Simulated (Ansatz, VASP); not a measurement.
# Be4Se in VASP and in Ansatz

File INCAR:

```
PREC = Accurate ; ENCUT = 600
EDIFF = 1E-6 ; ISMEAR = 0
SIGMA = 0.1 ; LREAL = F
LASPH = T ; NELM = 80
ALGO = Normal ; ISIF = 3
LWAVE = F ; LCHARG = F
GGA = PE ; IBRION = 2
NSW = 90 ; EDIFFG = -0.04
```

Contents of KPOINTS:

```
regular mesh
0
Gamma
  4 4 4
```

POSCAR

```
Be4Se
1.0
    5.8989939000      0.0000000000      0.0000000000
    0.0000000000      5.8989939000      0.0000000000
    0.0000000000      0.0000000000      5.8989939000
Be Se
4 1
Direct
    0.2500000000      0.2500000000      0.2500000000
    0.7500000000      0.7500000000      0.2500000000
    0.7500000000      0.2500000000      0.7500000000
    0.2500000000      0.7500000000      0.7500000000
    0.0000000000      0.0000000000      0.0000000000
```

Input for Ansatz:

```yaml
crystal:
  lattice:
    - [5.8989939, 0.0, 0.0]
    - [0.0, 5.8989939, 0.0]
    - [0.0, 0.0, 5.8989939]
  atoms:
    - { symbol: Be, position: [0.25, 0.25, 0.25] }
    - { symbol: Be, position: [0.75, 0.75, 0.25] }
    - { symbol: Be, position: [0.75, 0.25, 0.75] }
    - { symbol: Be, position: [0.25, 0.75, 0.75] }
    - { symbol: Se, position: [0.0, 0.0, 0.0] }
basis:
  ecutwfc: 420
kpoints:
  mp_grid: { grid: [4, 4, 4] }
hamiltonian:
  xc: pbe
scf:
  occupations: { method: gaussian, width: 0.1 }
  lower_state_search: "off"
output:
  forces: true
  stress: true
  eigenvalues: true
relax:
  adjacent_minimum: "off"
  f_tol: 0.04
  max_steps: 70
  cell: { stress_tol: 0.4 }
```

Change from the starting cell: ordered vacancies on the anion sites of cuprite (P-43m, No. 215).

Alike in both runs: task relaxation of cell and atoms; functional PBE; k mesh 4 × 4 × 4; occupations gaussian, width 0.1 eV; no spin polarisation.

|  | VASP | Ansatz |
| --- | --- | --- |
| version | VASP 6.6.1 | Ansatz 0.2.0 |
| potentials or method | VASP PAW PBE potentials, release 64 (Be, Se), cutoff 600 eV | scalar-relativistic, plane waves, PAW |
| valence electrons in the cell | 14 | 24 |

```csv
,VASP,Ansatz,Ansatz less VASP
"gap on the k mesh at the Fermi level, each at its own relaxed structure (eV)",none,none,-
relaxed volume (Å³/atom),12.80,12.79,-0.017
relaxed cell length with the largest relative difference (Å),4.000,3.999,-0.0017
```

A gap of «none» marks a metal or a gap that the smearing closes. VASP's potentials hold 14 valence electrons a cell and Ansatz's 24, so a difference there can come from the potentials and not from the codes.

Noted on VASP's run: the volume moved by over 15 % at a fixed basis, so the end points are rough.
